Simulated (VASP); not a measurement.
Write the native input for VASP 6.6.1 that does the following.

| Property | Result |
| --- | --- |
| Task | single point |
| Functional | r2SCAN |
| Potentials or basis | VASP PAW PBE potentials, release 64 (Cd_sv_GW, S) |
| Cutoff | 700 eV |
| k mesh | 6 × 6 × 4 |
| Occupations | fermi-dirac, width 0.1 eV |
| Spin | no spin polarisation |
| Dipole correction | no |
| Further INCAR settings | ALGO = Normal; EDIFF = 1e-06; NBANDS = 20 |

CdS:

```
Cd S
1.0
     4.17418    0.00000    0.00000
    -2.08709    3.61495    0.00000
     0.00000    0.00000    5.68568
Cd S
1 1
Cartesian
  0.0000 0.0000 2.5170
  2.0871 1.2050 2.4693
```

One way to write it, as run:

POSCAR

```
CdS
1.0
    4.1741829389      0.0000000000      0.0000000000
   -2.0870865715      3.6149470253      0.0000000000
    0.0000000000      0.0000000000      5.6856843046
Cd S
1 1
Direct
    0.0000000000      0.0000000000      0.4426900000
    0.6666666667      0.3333333333      0.4343100000
```

INCAR.step1

```
PREC = Accurate
ENCUT = 700
ISMEAR = -1
SIGMA = 0.1
LREAL = False
LASPH = True
NELM = 120
NBANDS = 20
GGA = PE
ALGO = Normal
EDIFF = 1E-5
LWAVE = True
LCHARG = False
GGA_COMPAT = False
```

INCAR.step2

```
PREC = Accurate
ENCUT = 700
EDIFF = 1E-6
ISMEAR = -1
SIGMA = 0.1
LREAL = False
LASPH = True
NELM = 120
ALGO = Normal
ISIF = 2
LWAVE = False
LCHARG = False
METAGGA = R2SCAN
LMIXTAU = True
NBANDS = 20
ISTART = 1
GGA_COMPAT = False
```

KPOINTS

```
Automatic mesh
0
Gamma
  6 6 4
```

Potentials or basis: VASP PAW PBE potentials, release 64 (Cd_sv_GW, S).

Launch:

```console
$ cat potpaw_PBE.64/Cd_sv_GW/POTCAR potpaw_PBE.64/S/POTCAR > POTCAR
$ cp INCAR.step1 INCAR
$ mpirun -np 1 vasp_std > vasp.out
$ cp INCAR.step2 INCAR
$ mpirun -np 1 vasp_std > vasp.out
```

It gave:

- Pressure: 1.1 GPa
- Band gap on the k mesh: 2.00 eV (least direct gap 2.00 eV)

Caveat: the PAW data sets were made with another functional, which shifts forces and pressure a little.

It took 2.7 min on 1 thread of Intel(R) Xeon(R) Platinum 8259CL CPU @ 2.50GHz (Skylake/Cascade Lake), with other jobs on the host, peak memory 0.31 GiB.
